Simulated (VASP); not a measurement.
A run of VASP 6.6.1:

File INCAR:

```
ALGO = Normal
EDIFF = 1E-7
ENCUT = 520
GGA = PS
ISIF = 2
ISMEAR = 0
LASPH = T
LCHARG = F
LREAL = F
LWAVE = F
NBANDS = 9
NELM = 100
PREC = Accurate
SIGMA = 0.15
```

File KPOINTS:

```
k-points
0
Gamma
  20 20 20
```

The input POSCAR:

```
S
1.0
    0.0000000000      2.0442091026      2.0442091026
    2.0442091026      0.0000000000      2.0442091026
    2.0442091026      2.0442091026      0.0000000000
S
1
Direct
    0.0000000000      0.0000000000      0.0000000000
```

Potentials or basis: VASP PAW PBE potentials, release 64 (S).

Run with:

```sh
$ cat potpaw_PBE.64/S/POTCAR > POTCAR
$ mpirun -np 1 vasp_std > vasp.out
```

Hardware: 1 thread of Intel(R) Xeon(R) 6975P-C (Granite Rapids) (shared host).

Q: Estimate the wall time of this run.

A: Wall time 9.9 s on 1 thread of Intel(R) Xeon(R) 6975P-C (Granite Rapids), on a shared host, peak memory 0.15 GiB. Counts: scf iterations 12, k points 256.
